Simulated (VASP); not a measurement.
## BP (e600): single point with PBE

The system is BP (e600).

```
CELL_PARAMETERS angstrom
0.00000 2.20376 2.20376
2.20376 0.00000 2.20376
2.20376 2.20376 0.00000
ATOMIC_POSITIONS crystal
B 0.00000 0.00000 0.00000
P 0.25000 0.25000 0.25000
```

This cell differs from its parent crystal: volume scaled by 0.91.

```json
{
 "Program": "VASP 6.6.1",
 "Task": "single point",
 "Functional": "PBE",
 "Potentials or basis": "VASP PAW PBE potentials, release 64 (B, P)",
 "Cutoff": "500 eV",
 "k mesh": "10 × 10 × 10",
 "Occupations": "gaussian, width 0.02 eV",
 "Spin": "no spin polarisation",
 "Dipole correction": "no",
 "Further INCAR settings": "ALGO = Normal; EDIFF = 1e-06; NBANDS = 11"
}
```

```
Pressure               : 18.0 GPa
Band gap on the k mesh : 1.12 eV, indirect (least direct gap 3.55 eV)
```

Levels at points of the mesh, in eV from the valence-band top:
```
           k point  band 1  band 2  band 3  band 4  band 5  band 6  band 7  band 8
(0.00, 0.00, 0.00)  -16.26    0.00    0.00    0.00    3.55    3.55    3.55    8.74
(0.50, 0.00, 0.00)  -12.59   -9.68   -1.86   -1.86    4.32    4.77    4.77   10.43
(0.50, 0.50, 0.00)  -10.93   -9.04   -4.43   -4.43    1.15    1.58   12.96   12.96
```

Wall time 3.8 s on 1 thread of Intel(R) Xeon(R) 6975P-C (Granite Rapids), on a shared host, peak memory 0.13 GiB.

 A k mesh can miss the band edges.
